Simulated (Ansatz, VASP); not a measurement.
One calculation of Li3Si2, two programs

```
Li Si
1.0
     4.37732   -1.87548    0.00749
     4.37732    1.87548    0.00749
    -0.64579    0.00000    5.11567
Li Si
3 2
Direct
  0.00000 0.00000 0.00000
  0.37073 0.37073 0.64008
  0.62927 0.62927 0.35992
  0.30038 0.30038 0.12844
  0.69962 0.69962 0.87156
```

Change from the starting cell: the structure that the rattled A-type sesquioxide type (P-3m1, No. 164) fell into.

Alike in both runs: functional PBE; k mesh 12 × 12 × 8; occupations gaussian, width 0.1 eV; no spin polarisation.

Ansatz relaxed the structure, and its values are those at the end. VASP's run is a single point on that final structure, the one shown.

|  | VASP | Ansatz |
| --- | --- | --- |
| version | VASP 6.6.1 | Ansatz 0.2.0 |
| potentials or method | VASP PAW PBE potentials, release 64 (Li_sv, Si), cutoff 520 eV | scalar-relativistic, plane waves, PAW |
| valence electrons in the cell | 17 | 17 |

Ansatz gave:

| Quantity | Value |
| --- | --- |
| gap on the k mesh at the Fermi level (eV) | none |
| rms of the force components (eV/Å) | 0.000 |

Question: Estimate VASP's values.

Answer: gap on the k mesh at the Fermi level (eV): none; rms of the force components (eV/Å): 0.004.

A gap of «none» marks a metal or a gap that the smearing closes. The functional is the same, so the differences come from potentials, cutoffs and numerics.

Noted on VASP's run: the cutoff is short for stress, so the pressure is rough.
